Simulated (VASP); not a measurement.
The system is MgH2.

```
CELL_PARAMETERS angstrom
3.94495 0.00000 0.00000
0.00000 3.94495 0.00000
0.00000 0.00000 4.74306
ATOMIC_POSITIONS crystal
Mg 0.50000 0.00000 0.06735
Mg 0.00000 0.50000 0.06735
H 0.87754 0.87754 0.25942
H 0.12246 0.12246 0.25942
H 0.12246 0.87754 0.25942
H 0.87754 0.12246 0.25942
```

| Property | Result |
| --- | --- |
| Program | VASP 6.6.1 |
| Task | relaxation of cell and atoms |
| Functional | PBE |
| Potentials or basis | VASP PAW PBE potentials, release 64 (Mg, H) |
| Cutoff | 600 eV |
| k mesh | 4 × 4 × 4 |
| Occupations | gaussian, width 0.1 eV |
| Spin | no spin polarisation |

At the start: pressure 20.0 GPa; volume 12.30 Å³/atom.

Where does the relaxation end?

Over 47 steps the energy falls by 807.5 meV/atom and the volume is 9.41 Å³/atom (-23.5 %); space group P4/mmm (No. 123, to 0.05 Å).

Step by step:
```
step  energy change (eV)  largest force (eV/Å)  pressure (GPa)  volume (Å³)
   1              0.0000                3.6401           19.98        73.81
   3             -2.3148                0.1560           -0.89        94.92
   5             -2.3234                0.0791            0.08        92.90
   7             -2.3547                0.0384           -0.63        92.80
   9             -2.3814                0.1374           -3.08        91.31
  11             -2.3990                0.0729           -2.05        91.74
  13             -2.4492                0.1617           -1.90        87.45
  15             -2.4448                0.5968            1.13        69.40
  17             -2.5364                0.3082           -0.94        77.31
  19             -2.5502                0.7724            5.34        58.28
  21             -2.6788                0.5023            1.34        64.13
  23             -3.2872                0.9718            0.94        55.63
  25             -3.2703                1.1124            3.20        54.42
  27             -3.3911                1.2899            5.89        52.34
  29             -3.4020                1.3010            7.64        51.30
  31             -3.4668                1.2246            9.55        50.60
  33             -3.6739                1.1395            8.25        51.39
  35             -4.3305                0.8729            3.31        54.97
  37             -4.5510                0.5410            0.10        59.03
  39             -4.7146                0.3984           -1.60        60.08
  41             -4.7431                0.3170           -2.27        60.69
  43             -4.8280                0.1353            0.99        55.87
  45             -4.8433                0.0645           -0.15        56.55
  47             -4.8453                0.0377            0.01        56.46
```

Final structure:
```xyz
6
Lattice="4.5614 0.0000 0.0000 0.0000 4.5614 0.0000 0.0000 0.0000 2.7136" Properties=species:S:1:pos:R:3 pbc="T T T"
Mg    2.2807    0.0000    2.3412
Mg    0.0000    2.2807    2.3412
H     3.4139    3.4139    0.9815
H     1.1474    1.1474    0.9815
H     1.1474    3.4139    0.9815
H     3.4139    1.1474    0.9815
```

Caveat: the k points lie up to 0.58 Å⁻¹ apart in the final cell; the volume moved by over 15 % at a fixed basis, so the end points are rough.
